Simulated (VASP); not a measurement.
# TaCuO2 (R-3m) in VASP: single point with PBE+U

Aim: the single point of TaCuO2 with PBE+U.

All numbers are computed with VASP 6.6.1; they aren't measurements. Logs are shortened: lines on timing, memory, paths and dates and some standing lists are left out, and cuts for length are marked.

### Step 1. The cell of the first run

Symmetry: R-3m, No. 166, trigonal system. Conventional cell: a = 3.078 Å, b = 3.078 Å, c = 17.117 Å, α = 90.00°, β = 90.00°, γ = 120.00°. Within 2.6 Å of Ta (site symmetry -3m) lie 6 O at 1.96 Å. Cu (site symmetry -3m) has 2 O at 2.04 Å within 2.7 Å. Within 2.6 Å of O (site symmetry 3m) lie 3 Ta at 1.96 Å and 1 Cu at 2.04 Å and 3 O at 2.41 Å.

### Step 2. Single point, PBE+U

Input file POSCAR:

```
TaCuO2
1.0
    3.0783470000      0.0000000000      0.0000000000
   -1.5391730000      2.6659310000      0.0000000000
    0.0000000000     -1.7772840000      5.7058080000
Ta Cu O
1 1 2
Direct
    0.5000000000      0.0000000000      0.5000000000
    0.0000000000      0.0000000000      0.0000000000
    0.1190000000      0.2380000000      0.3570000000
    0.8810000000      0.7620000000      0.6430000000
```

Input file INCAR.step1:

```
SYSTEM = TaCuO2
PREC = Accurate
ENCUT = 520
EDIFF = 1E-6
ISMEAR = 0
SIGMA = 0.085
LREAL = .FALSE.
LASPH = .TRUE.
NELM = 150
ALGO = Normal
ISIF = 2
LWAVE = .FALSE.
LCHARG = .TRUE.
LMAXMIX = 4
LDAU = .TRUE.
LDAUTYPE = 1
LDAUL = -1 2 -1
LDAUU = 0 7.8 0
LDAUJ = 0 0.69 0
LDAUPRINT = 1
GGA = PE
NBANDS = 25
```

Input file KPOINTS.step1:

```
regular mesh
0
G
  10 10 10
  0 0 0
```

Input file INCAR.step2:

```
SYSTEM = TaCuO2
PREC = Accurate
ENCUT = 520
EDIFF = 1E-6
ISMEAR = -5
SIGMA = 0.085
LREAL = .FALSE.
LASPH = .TRUE.
NELM = 150
ALGO = Normal
ISIF = 2
LWAVE = .FALSE.
LCHARG = .FALSE.
LMAXMIX = 4
LDAU = .TRUE.
LDAUTYPE = 1
LDAUL = -1 2 -1
LDAUU = 0 7.8 0
LDAUJ = 0 0.69 0
LDAUPRINT = 1
GGA = PE
LORBIT = 11
NBANDS = 25
NEDOS = 2001
ICHARG = 11
```

Input file KPOINTS.step2:

```
regular mesh
0
G
  15 15 15
  0 0 0
```

Potentials or basis: VASP PAW PBE potentials, release 64 (Ta_pv, Cu, O).

The run is started by

```console
> cat potpaw_PBE.64/Ta_pv/POTCAR potpaw_PBE.64/Cu/POTCAR potpaw_PBE.64/O/POTCAR > POTCAR
> cp INCAR.step1 INCAR
> cp KPOINTS.step1 KPOINTS
> mpirun -np 1 vasp_std > vasp.out
> cp INCAR.step2 INCAR
> cp KPOINTS.step2 KPOINTS
> mpirun -np 1 vasp_std > vasp.out
```

OUTCAR:

```text
SYSTEM = TaCuO2
   PREC = Accurate
   ENCUT = 520
   EDIFF = 1E-6
   ISMEAR = -5
   LREAL = .FALSE.
   LASPH = .TRUE.
   NELM = 150
   ISIF = 2
   GGA = PE
   LORBIT = 11
   ICHARG = 11

 ion  position               nearest neighbor table
   1  0.500  0.000  0.500-   3 1.96   4 1.96   3 1.96   4 1.96   3 1.96   4 1.96
   2  0.000  0.000  0.000-   3 2.04   4 2.04
   3  0.119  0.238  0.357-   1 1.96   1 1.96   1 1.96   2 2.04
   4  0.881  0.762  0.643-   1 1.96   1 1.96   1 1.96   2 2.04

  LATTYP: Found a trigonal (rhomboedric) cell.
 ALAT       =     5.9762014147
 COS(alpha) =     0.8673351873

  Lattice vectors:

 A1 = (   0.0000000000,  -1.7772840000,   5.7058080000)
 A2 = (   1.5391740000,   0.8886470000,   5.7058080000)
 A3 = (  -1.5391730000,   0.8886470000,   5.7058080000)

Analysis of symmetry for initial positions (statically):
=====================================================================
 Subroutine PRICEL returns:
 Original cell was already a primitive cell.

 Routine SETGRP: Setting up the symmetry group for a
 trigonal (rhombohedral) supercell.

 Subroutine GETGRP returns: Found 12 space group operations
 (whereof 12 operations were pure point group operations)
 out of a pool of 12 trial point group operations.

The static configuration has the point symmetry D_3d.

Analysis of symmetry for dynamics (positions and initial velocities):
=====================================================================
 Subroutine PRICEL returns:
 Original cell was already a primitive cell.

 Routine SETGRP: Setting up the symmetry group for a
 trigonal (rhombohedral) supercell.

 Subroutine GETGRP returns: Found 12 space group operations
 (whereof 12 operations were pure point group operations)
 out of a pool of 12 trial point group operations.

The dynamic configuration has the point symmetry D_3d.

 Subroutine INISYM returns: Found 12 space group operations
 (whereof 12 operations are pure point group operations),
 and found     1 'primitive' translations

----------------------------------------------------------------------------------------

                                     Primitive cell

  volume of cell :      46.8256

  direct lattice vectors                    reciprocal lattice vectors
     3.078347000  0.000000000  0.000000000     0.324849668  0.187551680  0.058419877
    -1.539173000  2.665931000  0.000000000     0.000000000  0.375103482  0.116839791
     0.000000000 -1.777284000  5.705808000     0.000000000  0.000000000  0.175260016

  length of vectors
     3.078347000  3.078350471  5.976201415     0.379625896  0.392879318  0.175260016

  position of ions in fractional coordinates (direct lattice)
     0.500000000  1.000000000  0.500000000
     0.000000000  0.000000000  0.000000000
     0.119000000  0.238000000  0.357000000
     0.881000000  0.762000000  0.643000000

  ion indices of the primitive-cell ions
   primitive index   ion index
                 1           1
                 2           2
                 3           3
                 4           4

----------------------------------------------------------------------------------------

 KPOINTS: regular mesh

Automatic generation of k-mesh.
 Grid dimensions read from file:
 generate k-points for:   15   15   15

 Generating k-lattice:

  Cartesian coordinates                     Fractional coordinates (reciprocal lattice)
     0.021656645  0.012503445  0.003894658     0.066666667  0.000000000  0.000000000
     0.000000000  0.025006899  0.007789319     0.000000000  0.066666667 -0.000000000
[... 57 lines left out ...]
   LASPH  =      T    aspherical Exc in radial PAW
   ENCUT  =  520.0 eV  38.22 Ry    6.18 a.u.   5.72  5.72 11.11*2*pi/ulx,y,z
   NELM   =    150;   NELMIN=  2; NELMDL=  0     # of ELM steps
   EDIFF  = 0.1E-05   stopping-criterion for ELM
   LREAL  =      F    real-space projection
   EDIFFG = 0.1E-04   stopping-criterion for IOM
   NSW    =      0    number of steps for IOM
   IBRION =     -1    ionic relax: 0-MD 1-quasi-New 2-CG
   NFREE  =      0    steps in history (QN), initial steepest desc. (CG)
   ISIF   =      2    stress and relaxation
   ISYM   =      2    0-nonsym 1-usesym 2-fastsym
   POTIM  = 0.5000    time-step for ionic-motion
   TEBEG  =    0.0;   TEEND  =   0.0 temperature during run
   PSTRESS=    0.0 pullay stress
   NELECT =      34.0000    total number of electrons
   NUPDOWN=      -1.0000    fix difference up-down
   EMIN   =  10.00;   EMAX   =-10.00  energy-range for DOS
   EFERMI =   0.00;   METHOD = LEGACY
   ISMEAR =    -5;   SIGMA  =   0.09  broadening in eV -4-tet -1-fermi 0-gaus
   EFERMI_NEDOS =   21; number of points for ismear=-14 and -15
   IALGO  =     38    algorithm
   IMIX   =      4    mixing-type and parameters
     AMIX     =   0.40;   BMIX     =  1.00
     AMIX_MAG =   1.60;   BMIX_MAG =  1.00
  volume/ion in A,a.u.               =      11.71        79.00
  Fermi-wavevector in a.u.,A,eV,Ry     =   1.471431  2.780602 29.458102  2.165109
  Thomas-Fermi vector in A             =   2.586568
   LORBIT       =     11    0 simple, 1 ext, 2 COOP (PROOUT), +10 PAW based schemes
 LDA+U is selected, type is set to LDAUTYPE =  1
   angular momentum for each species LDAUL =    -1    2   -1
   U (eV)           for each species LDAUU =   0.0  7.8  0.0
   J (eV)           for each species LDAUJ =   0.0  0.7  0.0
   GGA     = PE    functional components
   LHFCALC =     F    Hartree Fock is set to
   AEXX    =    0.0000 exact exchange contribution
   IVDW    =     0    specifies the selected vdW correction
   LEPSILON=     F    determine dielectric tensor
   LRPA    =     F    only Hartree local field effects (RPA)
 non-spin polarized calculation
 Fermi weights with tetrahedron method with Bloechl corrections
  energy-cutoff  :      520.00
  volume of cell :       46.83
 maximum number of plane-waves:      1281

atom =   2  type =  2  l = 2

 onsite density matrix

spin component  1

  0.9497  0.0000 -0.0000  0.0008  0.0000
  0.0000  0.9573  0.0000  0.0000  0.0008
 -0.0000  0.0000  0.9476  0.0000  0.0000
  0.0008  0.0000  0.0000  0.9573  0.0000
  0.0000  0.0008  0.0000  0.0000  0.9497

spin component  2

  0.9497  0.0000 -0.0000  0.0008  0.0000
  0.0000  0.9573  0.0000  0.0000  0.0008
 -0.0000  0.0000  0.9476  0.0000  0.0000
  0.0008  0.0000  0.0000  0.9573  0.0000
  0.0000  0.0008  0.0000  0.0000  0.9497

 occupancies and eigenvectors

  o =  0.9476  v =  0.0001  0.0000  1.0000 -0.0000 -0.0009  0.0000  0.0000  0.0000  0.0000  0.0000      0.0000  0.0000  0.0000  0.0000  0.0000  0.0000  0.0000  0.0000  0.0000  0.0000
  o =  0.9476  v =  0.0000  0.0000  0.0000  0.0000  0.0000  0.0001  0.0000  1.0000 -0.0000 -0.0009      0.0000  0.0000  0.0000  0.0000  0.0000  0.0000  0.0000  0.0000  0.0000  0.0000
  o =  0.9496  v =  0.9939 -0.0038 -0.0001 -0.1041  0.0366  0.0000  0.0000  0.0000  0.0000  0.0000      0.0000  0.0000  0.0000  0.0000  0.0000  0.0000  0.0000  0.0000  0.0000  0.0000
  o =  0.9496  v =  0.0000  0.0000  0.0000  0.0000  0.0000  0.9939 -0.0038 -0.0001 -0.1041  0.0366      0.0000  0.0000  0.0000  0.0000  0.0000  0.0000  0.0000  0.0000  0.0000  0.0000
  o =  0.9496  v = -0.0366 -0.1039  0.0009  0.0038  0.9939  0.0000  0.0000  0.0000  0.0000  0.0000      0.0000  0.0000  0.0000  0.0000  0.0000  0.0000  0.0000  0.0000  0.0000  0.0000
  o =  0.9496  v =  0.0000  0.0000  0.0000  0.0000  0.0000 -0.0366 -0.1039  0.0009  0.0038  0.9939      0.0000  0.0000  0.0000  0.0000  0.0000  0.0000  0.0000  0.0000  0.0000  0.0000
  o =  0.9574  v =  0.0000  0.0000  0.0000  0.0000  0.0000 -0.1039  0.0663  0.0000 -0.9924  0.0069      0.0000  0.0000  0.0000  0.0000  0.0000  0.0000  0.0000  0.0000  0.0000  0.0000
  o =  0.9574  v = -0.1039  0.0663  0.0000 -0.9924  0.0069  0.0000  0.0000  0.0000  0.0000  0.0000      0.0000  0.0000  0.0000  0.0000  0.0000  0.0000  0.0000  0.0000  0.0000  0.0000
  o =  0.9574  v =  0.0069  0.9924  0.0001  0.0663  0.1037  0.0000  0.0000  0.0000  0.0000  0.0000      0.0000  0.0000  0.0000  0.0000  0.0000  0.0000  0.0000  0.0000  0.0000  0.0000
  o =  0.9574  v =  0.0000  0.0000  0.0000  0.0000  0.0000  0.0069  0.9924  0.0001  0.0663  0.1037      0.0000  0.0000  0.0000  0.0000  0.0000  0.0000  0.0000  0.0000  0.0000  0.0000

 number of electron      34.0000002 magnetization

 Free energy of the ion-electron system (eV)
  ---------------------------------------------------
  ext. energy  EPLUGINS =         0.00000000
  ---------------------------------------------------
  free energy    TOTEN  =       -27.16826642 eV

  energy without entropy =      -27.16826642  energy(sigma->0) =      -27.16826642

 E-fermi :   6.8105     XC(G=0): -11.6970

 val. band max:        6.8873535931   @ k =   0.2000   0.2667   0.1333
 cond. band min:       6.7405978180   @ k =   0.0000   0.0000   0.4667
 fundamental gap:     -0.1467557752
 Fermi energy:         6.8104610796

 k-point     1 :       0.0000    0.0000    0.0000
  band No.  band energies     occupation
      1     -29.9143      2.00000
      2     -29.8795      2.00000
      3     -29.8794      2.00000
      4     -17.0294      2.00000
      5     -13.9791      2.00000
      6      -3.8044      2.00000
[... 661 lines left out ...]
     24      15.2863      0.00000
     25      17.8705      0.00000

 [... further k-points ...]

------------------------ aborting loop because EDIFF is reached ----------------------------------------

  FORCE on cell =-STRESS in cart. coord.  units (eV):
  Direction    XX          YY          ZZ          XY          YZ          ZX
  --------------------------------------------------------------------------------------
  -------------------------------------------------------------------------------------
  Total       15.2213554     15.2214045      9.1003824      0.0000029      0.0000053      0.0000005
  in kB      520.8111544    520.8128330    311.3770460      0.0000977      0.0001819      0.0000182
  external PRESSURE =     451.0003445 kB  Pullay stress =       0.0000000 kB

 VOLUME and BASIS-vectors are now :
 -----------------------------------------------------------------------------
  energy-cutoff  :      520.00
  volume of cell :       46.83
      direct lattice vectors                 reciprocal lattice vectors
     3.078347000  0.000000000  0.000000000     0.324849668  0.187551680  0.058419877
    -1.539173000  2.665931000  0.000000000     0.000000000  0.375103482  0.116839791
     0.000000000 -1.777284000  5.705808000     0.000000000  0.000000000  0.175260016

 POSITION                                       TOTAL-FORCE (eV/Angst)
 -----------------------------------------------------------------------------------
      1.53917     -0.88864      2.85290         0.000000      0.000000      0.000000
      0.00000      0.00000      0.00000         0.000000      0.000000      0.000000
      0.00000      0.00000      2.03697        -0.000000     -0.000002     -2.894970
      1.53917      0.88865      3.66883         0.000000      0.000002      2.894970
 -----------------------------------------------------------------------------------
    total drift:                               -0.000000     -0.000000      0.000000

  FREE ENERGIE OF THE ION-ELECTRON SYSTEM (eV)
  ---------------------------------------------------
  free  energy   TOTEN  =       -27.1682664154 eV

  energy  without entropy=      -27.1682664154  energy(sigma->0) =      -27.16826642

 total charge

# of ion       s       p       d       tot
------------------------------------------
    1        0.342   6.361   2.496   9.198
    2        0.313   0.206   9.502  10.021
    3        1.581   3.622   0.000   5.203
    4        1.581   3.622   0.000   5.203
--------------------------------------------------
tot          3.818  13.810  11.998  29.626
```

Run time: 7.6 min. Hardware: 1 thread of Intel Xeon 8259CL, shared host; peak memory 0.49 GiB.

Results:

```yaml
Valence_electrons_inside_the_program's_atomic_spheres: Ta 9.20; Cu 10.02; O 5.20
```

Levels at points of the mesh, in eV from the Fermi level:
| k point | band 13 | band 14 | band 15 | band 16 | band 17 | band 18 | band 19 | band 20 | band 21 | band 22 |
| --- | --- | --- | --- | --- | --- | --- | --- | --- | --- | --- |
| (0.00, 0.00, 0.00) | -3.91 | -3.91 | -3.71 | -3.71 | -0.96 | -0.28 | -0.28 | 2.08 | 4.69 | 7.21 |

Eigenvalues of the final occupation matrices:
| site | spin | trace | eigenvalues |
| --- | --- | --- | --- |
| site 2 d | 1 | 4.76 | 0.95 0.95 0.95 0.96 0.96 |
| site 2 d | 2 | 4.76 | 0.95 0.95 0.95 0.96 0.96 |

Caveat: spin-orbit coupling is left out, which moves the levels of the heavy elements; U without spin polarisation on a metal has little footing; tetrahedron occupations give inexact forces and stress in metals.
